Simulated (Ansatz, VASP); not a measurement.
**Ga: VASP beside Ansatz**

File INCAR:

```
PREC     = Accurate       # precision mode
ENCUT    = 500            # plane-wave cutoff, eV
EDIFF    = 1E-6           # SCF threshold, eV
ISMEAR   = -1             # smearing method
SIGMA    = 0.1            # smearing width, eV
LREAL    = F              # projectors in reciprocal space
LASPH    = T              # aspherical terms in the spheres
NELM     = 120            # most SCF steps
ALGO     = Normal         # electronic algorithm
ISIF     = 2              # what is computed and relaxed
LWAVE    = F              # write WAVECAR
LCHARG   = T              # write CHGCAR
GGA      = PE             # functional
LELF     = T              # ELF
LVHAR    = T            
NBANDS   = 20             # bands
GGA_COMPAT= F
```

File KPOINTS:

```
regular mesh
0
Gamma
  13 13 11
```

POSCAR

```
Ga
1.0
    1.3587052977     -4.0123264971     -0.0169467364
    1.3587052977      4.0123264971     -0.0169467364
   -0.1561904433      0.0000000000      3.2430886178
Ga
2
Direct
    0.8668376019      0.1331623981      0.2500000000
    0.1331623981      0.8668376019      0.7500000000
```

Input for Ansatz:

```yaml
crystal:
  lattice:
    - [1.3587052977, -4.0123264971, -0.0169467364]
    - [1.3587052977, 4.0123264971, -0.0169467364]
    - [-0.1561904433, 0.0, 3.2430886178]
  atoms:
    - { symbol: Ga, position: [0.8668376019, 0.1331623981, 0.25] }
    - { symbol: Ga, position: [0.1331623981, 0.8668376019, 0.75] }
hamiltonian:
  xc: pbe
  pseudopotentials:
    kind: paw
    azcp:
      Ga: "pseudopotentials/Ga.paw.azcp"
basis:
  ecutwfc: 420
  fft_grid_basis: typed
kpoints:
  mp_grid: { grid: [13, 13, 11], shift: [0, 0, 0] }
magnetization:
  spin_polarized: false
scf:
  occupations: { method: fermi_dirac, width: 0.1 }
  lower_state_search: "off"
output:
  stress: true
```

Alike in both runs: task single point; functional PBE; k mesh 13 × 13 × 11; occupations fermi-dirac, width 0.1 eV; no spin polarisation.

|  | VASP | Ansatz |
| --- | --- | --- |
| version | VASP 6.6.1 | Ansatz 0.2.0 |
| potentials or method | VASP PAW PBE potentials, release 64 (Ga_d), cutoff 500 eV | plane waves (420 eV) with PAW, scalar-relativistic |
| valence electrons in the cell | 26 | 26 |

Ansatz gave:

- pressure (GPa): 4.9
- traceless stress, the component that is largest in VASP (GPa): 0.88

Question: What did VASP give for the same quantities?

Answer: Pressure (GPa): 4.9; traceless stress, the component that is largest in VASP (GPa): 0.90.
